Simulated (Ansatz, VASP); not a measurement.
Zn4SeS3: VASP beside Ansatz

File INCAR:

```
PREC = Accurate
ENCUT = 520
EDIFF = 1E-7
ISMEAR = 0
SIGMA = 0.02
LREAL = F
LASPH = T
NELM = 80
ALGO = Normal
ISIF = 2
LWAVE = F
LCHARG = F
GGA = PE
IBRION = 2
NSW = 50
EDIFFG = -0.01
KPAR = 4
```

Contents of KPOINTS:

```
Automatic mesh
0
Gamma
  6 6 6
```

Contents of POSCAR:

```
Zn4SeS3
1.0
    5.3448796794      0.0000000000      0.0000000000
    0.0000000000      5.3448796794      0.0000000000
    0.0000000000      0.0000000000      5.3448796794
Zn Se S
4 1 3
Direct
    0.7433896637      0.7433896637      0.7433896637
    0.7433896637      0.2566103363      0.2566103363
    0.2566103363      0.7433896637      0.2566103363
    0.2566103363      0.2566103363      0.7433896637
    0.0000000000      0.0000000000      0.0000000000
    0.5000000000      0.5000000000      0.0000000000
    0.5000000000      0.0000000000      0.5000000000
    0.0000000000      0.5000000000      0.5000000000
```

Input for Ansatz:

```yaml
crystal:
  lattice:
    - [5.3448796794, 0.0, 0.0]
    - [0.0, 5.3448796794, 0.0]
    - [0.0, 0.0, 5.3448796794]
  atoms:
    - { symbol: Zn, position: [0.7433896637, 0.7433896637, 0.7433896637] }
    - { symbol: Zn, position: [0.7433896637, 0.2566103363, 0.2566103363] }
    - { symbol: Zn, position: [0.2566103363, 0.7433896637, 0.2566103363] }
    - { symbol: Zn, position: [0.2566103363, 0.2566103363, 0.7433896637] }
    - { symbol: Se, position: [0.0, 0.0, 0.0] }
    - { symbol: S, position: [0.5, 0.5, 0.0] }
    - { symbol: S, position: [0.5, 0.0, 0.5] }
    - { symbol: S, position: [0.0, 0.5, 0.5] }
basis:
  ecutwfc: 420
kpoints:
  mp_grid: { grid: [6, 6, 6] }
hamiltonian:
  xc: pbe
scf:
  occupations: { method: gaussian, width: 0.02 }
output:
  forces: true
  stress: true
  eigenvalues: true
relax:
  adjacent_minimum: "off"
  f_tol: 0.01
  max_steps: 30
```

Alike in both runs: task relaxation of the atoms; functional PBE; k mesh 6 × 6 × 6; occupations gaussian, width 0.02 eV; no spin polarisation.

|  | VASP | Ansatz |
| --- | --- | --- |
| version | VASP 6.6.1 | Ansatz 0.2.0 |
| potentials or method | VASP PAW PBE potentials, release 64 (Zn, Se, S), cutoff 520 eV | scalar-relativistic, plane waves, PAW |
| valence electrons in the cell | 72 | 82 |

```csv
,VASP,Ansatz,Ansatz less VASP
"gap on the k mesh at the Fermi level, each at its own relaxed structure (eV)",2.10,2.10,-0.003
```

VASP's potentials hold 72 valence electrons a cell and Ansatz's 82, so a difference there can come from the potentials and not from the codes. Ansatz's warnings: stress scf threshold loose.
